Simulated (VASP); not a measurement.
Wanted: the native input for a VASP 6.6.1 run.

- Task: single point
- Functional: r2SCAN
- Potentials or basis: VASP PAW PBE potentials, release 64 (Li_sv, Br)
- Cutoff: 830 eV
- k mesh: 6 × 6 × 6
- Occupations: gaussian, width 0.01 eV
- Spin: no spin polarisation
- Dipole correction: no
- Further INCAR settings: ALGO = Normal; EDIFF = 1e-06; NBANDS = 12

LiBr:

```
CELL_PARAMETERS angstrom
0.00000 2.73957 2.73957
2.73957 0.00000 2.73957
2.73957 2.73957 0.00000
ATOMIC_POSITIONS crystal
Li 0.00000 0.00000 0.00000
Br 0.50000 0.50000 0.50000
```

These files were run (other wordings do the same):

POSCAR

```
LiBr
1.0
    0.0000000000      2.7395650468      2.7395650468
    2.7395650468      0.0000000000      2.7395650468
    2.7395650468      2.7395650468      0.0000000000
Li Br
1 1
Direct
    0.0000000000      0.0000000000      0.0000000000
    0.5000000000      0.5000000000      0.5000000000
```

INCAR.step1

```
SYSTEM = LiBr
PREC = Accurate ; ENCUT = 830
ISMEAR = 0 ; SIGMA = 0.01
LREAL = .False. ; LASPH = .True.
NELM = 120 ; NBANDS = 12
GGA = PE ; ALGO = Normal
EDIFF = 1E-5 ; LWAVE = .True.
LCHARG = .False. ; GGA_COMPAT = .False.
```

INCAR.step2

```
SYSTEM = LiBr
PREC = Accurate ; ENCUT = 830
EDIFF = 1E-6 ; ISMEAR = 0
SIGMA = 0.01 ; LREAL = .False.
LASPH = .True. ; NELM = 120
ALGO = Normal ; ISIF = 2
LWAVE = .False. ; LCHARG = .True.
METAGGA = R2SCAN ; LMIXTAU = .True.
LELF = .True. ; LVHAR = .True.
NBANDS = 12 ; ISTART = 1
GGA_COMPAT = .False.
```

KPOINTS

```
regular mesh
0
Gamma
  6 6 6
  0 0 0
```

Potentials or basis: VASP PAW PBE potentials, release 64 (Li_sv, Br).

The run is started by

```bash
$ cat potpaw_PBE.64/Li_sv/POTCAR potpaw_PBE.64/Br/POTCAR > POTCAR
$ cp INCAR.step1 INCAR
$ mpirun -np 1 vasp_std > vasp.out
$ cp INCAR.step2 INCAR
$ mpirun -np 1 vasp_std > vasp.out
```

It gave:

* Pressure: -0.4 GPa
* Band gap on the k mesh: 5.93 eV

Caveat: the PAW data sets were made with another functional, which shifts forces and pressure a little.

Run time: 72 s on 1 thread of AMD EPYC 7R13 Processor (Zen 3) (shared host), peak memory 0.2 GiB.
